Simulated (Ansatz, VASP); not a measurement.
LaHg2 in VASP and in Ansatz

Contents of INCAR:

```
ALGO = Normal ; EDIFF = 1E-8
ENCUT = 410 ; GGA = CA
GGA_COMPAT = F ; ISIF = 2
ISMEAR = -1 ; LASPH = T
LCHARG = F ; LEFG = T
LMAXMIX = 6 ; LREAL = F
LWAVE = F ; NBANDS = 32
NELM = 200 ; PREC = Accurate
SIGMA = 0.08
```

File KPOINTS:

```
k-points
0
Gamma
  8 8 9
```

Contents of POSCAR:

```
LaHg2
1.0
    4.8909900976      0.0000000000      0.0000000000
   -2.4454950489      4.2357216743      0.0000000000
    0.0000000000      0.0000000000      3.5908047802
La Hg
1 2
Direct
    0.0000000000      0.0000000000      0.0000000000
    0.3333333333      0.6666666667      0.5000000000
    0.6666666667      0.3333333333      0.5000000000
```

Input for Ansatz:

```yaml
crystal:
  lattice:
    - [4.8909900976, 0.0, 0.0]
    - [-2.4454950489, 4.2357216743, 0.0]
    - [0.0, 0.0, 3.5908047802]
  atoms:
    - { symbol: La, position: [0.0, 0.0, 0.0] }
    - { symbol: Hg, position: [0.3333333333, 0.6666666667, 0.5] }
    - { symbol: Hg, position: [0.6666666667, 0.3333333333, 0.5] }
kpoints:
  mp_grid: { grid: [8, 8, 9] }
scf:
  occupations: { method: fermi_dirac, width: 0.08 }
hamiltonian:
  xc: lda
  pseudopotentials: { kind: paw }
output:
  forces: true
  stress: true
  eigenvalues: true
  efg: { contact_densities: true }
```

Change from the starting cell: volume scaled by 0.96, PAW files.

Alike in both runs: task electric field gradients; functional LDA; k mesh 8 × 8 × 9; occupations fermi-dirac, width 0.08 eV; no spin polarisation.

|  | VASP | Ansatz |
| --- | --- | --- |
| version | VASP 6.6.1 | Ansatz 0.2.0 |
| potentials or method | VASP PAW LDA potentials, release 64 (La, Hg_sv_GW) | PAW with Ansatz's default frozen-core files, scalar-relativistic |
| plane-wave cutoff (eV) | 410 | 420 |
| valence electrons in the cell | 51 | 51 |

|  | VASP | Ansatz | Ansatz less VASP |
| --- | --- | --- | --- |
| size of Vzz on the site where it differs most (V/Å²) | 311.9 | 292.6 | -19.27 |

LDA's correlation is that of Perdew and Zunger in VASP and of Perdew and Wang (1992) in Ansatz.

Neither program's run includes spin-orbit coupling.
